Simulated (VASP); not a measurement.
Ni, 1 atom in the cell. The structure is cubic, space group Fm-3m (No. 225). The conventional cell has a = 3.556 Å, b = 3.556 Å, c = 3.556 Å, α = 90.00°, β = 90.00°, γ = 90.00°. Ni (site symmetry m-3m) has 12 Ni at 2.51 Å within 3.3 Å. 

```yaml
Program: VASP 6.6.1
Task: single point
Functional: LDA
Potentials_or_basis: VASP PAW LDA potentials, release 64 (Ni)
Cutoff: 520 eV
k_mesh: 24 × 24 × 24
Occupations: gaussian, width 0.15 eV
Spin: collinear spin, ferromagnetic start
Starting_moments: "[0.75] μB"
Fixed_moment: 0.75 μB
Dipole_correction: no
Further_INCAR_settings: ALGO = Fast; EDIFF = 1e-06; NBANDS = 15
```

Potentials or basis: VASP PAW LDA potentials, release 64 (Ni).

Run with:

```console
$ cat potpaw_LDA.64/Ni/POTCAR > POTCAR
$ mpirun -np 1 vasp_std > vasp.out
```

Hardware: 1 thread of Intel(R) Xeon(R) Platinum 8259CL CPU @ 2.50GHz (Skylake/Cascade Lake), with other jobs on the host.

**Question.** Estimate the wall time of this run.

**Answer.** It took 2.6 min on 1 thread of Intel(R) Xeon(R) Platinum 8259CL CPU @ 2.50GHz (Skylake/Cascade Lake) (shared host), peak memory 0.21 GiB. Counts: scf iterations 13, k points 413.
